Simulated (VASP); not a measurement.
**TeW: single point with PBEsol**

TeW:

```
W Te
1.0
     0.00000    3.02418    3.02418
     3.02418    0.00000    3.02418
     3.02418    3.02418    0.00000
W Te
1 1
Cartesian
  0.0000 0.0000 0.0000
  1.5121 1.5121 1.5121
```

```json
{
  "Program": "VASP 6.6.1",
  "Task": "single point",
  "Functional": "PBEsol",
  "Potentials or basis": "VASP PAW PBE potentials, release 64 (W_sv, Te)",
  "Cutoff": "520 eV",
  "k mesh": "12 × 12 × 12",
  "Occupations": "gaussian, width 0.1 eV",
  "Spin": "collinear spin",
  "Starting moments": "[1.0, 0.0] μB",
  "Dipole correction": "no",
  "Further INCAR settings": "ALGO = Normal; EDIFF = 1e-06; NBANDS = 21"
}
```

```
Pressure                                              : 0.1 GPa
Net moment                                            : 1.36 μB per cell
Site moments                                          : W +1.06; Te -0.02 μB
Valence electrons inside the program's atomic spheres : W 12.02; Te 3.54
```

Levels at points of the mesh, in eV from the Fermi level:
Spin up:
```tsv
k point	band 8	band 9	band 10	band 11	band 12	band 13	band 14	band 15
(0.00, 0.00, 0.00)	-4.30	-0.87	-0.87	1.38	4.50	4.50	4.50	5.79
(0.50, 0.00, 0.00)	-4.00	-0.59	-0.59	-0.56	2.05	2.05	3.11	7.71
(0.50, 0.50, 0.00)	-3.41	-1.57	-1.00	-0.32	0.40	0.40	5.65	5.80
```
Spin down:
| k point | band 6 | band 7 | band 8 | band 9 | band 10 | band 11 | band 12 | band 13 |
| --- | --- | --- | --- | --- | --- | --- | --- | --- |
| (0.00, 0.00, 0.00) | -4.02 | -4.02 | -4.02 | 0.11 | 0.11 | 1.64 | 4.79 | 4.79 |
| (0.50, 0.00, 0.00) | -5.46 | -3.69 | -3.69 | -0.02 | 0.33 | 0.33 | 2.44 | 2.44 |
| (0.50, 0.50, 0.00) | -5.78 | -3.21 | -3.21 | -1.18 | -0.17 | 0.75 | 0.92 | 0.92 |

Run time: 100 s on 1 thread of AMD EPYC 7R13 Processor (Zen 3) (shared host), peak memory 0.26 GiB.

Caveat: the PAW data sets were made with another functional, which shifts forces and pressure a little; spin-orbit coupling is left out, which moves the levels of the heavy elements.
